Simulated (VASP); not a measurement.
A run of VASP 6.6.1 is set up as follows.

File INCAR:

```
PREC     = Accurate       # precision mode
ENCUT    = 500            # plane-wave cutoff, eV
EDIFF    = 1E-6           # SCF threshold, eV
ISMEAR   = 0              # smearing method
SIGMA    = 0.02           # smearing width, eV
LREAL    = False          # projectors in reciprocal space
LASPH    = True           # aspherical terms in the spheres
NELM     = 120            # most SCF steps
ALGO     = Normal         # electronic algorithm
ISIF     = 2              # what is computed and relaxed
LWAVE    = False          # write WAVECAR
LCHARG   = False          # write CHGCAR
GGA      = PE             # functional
NBANDS   = 11             # bands
GGA_COMPAT= False
```

Contents of KPOINTS:

```
regular mesh
0
Gamma
  10 10 10
```

The input POSCAR:

```
BAs
1.0
    0.0000000000      2.4046158453      2.4046158453
    2.4046158453      0.0000000000      2.4046158453
    2.4046158453      2.4046158453      0.0000000000
B As
1 1
Direct
    0.0000000000      0.0000000000      0.0000000000
    0.2500000000      0.2500000000      0.2500000000
```

Potentials or basis: VASP PAW PBE potentials, release 64 (B, As).

Command:

```sh
$ cat potpaw_PBE.64/B/POTCAR potpaw_PBE.64/As/POTCAR > POTCAR
$ mpirun -np 1 vasp_std > vasp.out
```

(1) What does it give for the pressure?

(2) Estimate the band gap on the k mesh.

Results:

(1) 0.6 GPa.

(2) 1.20 eV (least direct gap 3.25 eV).
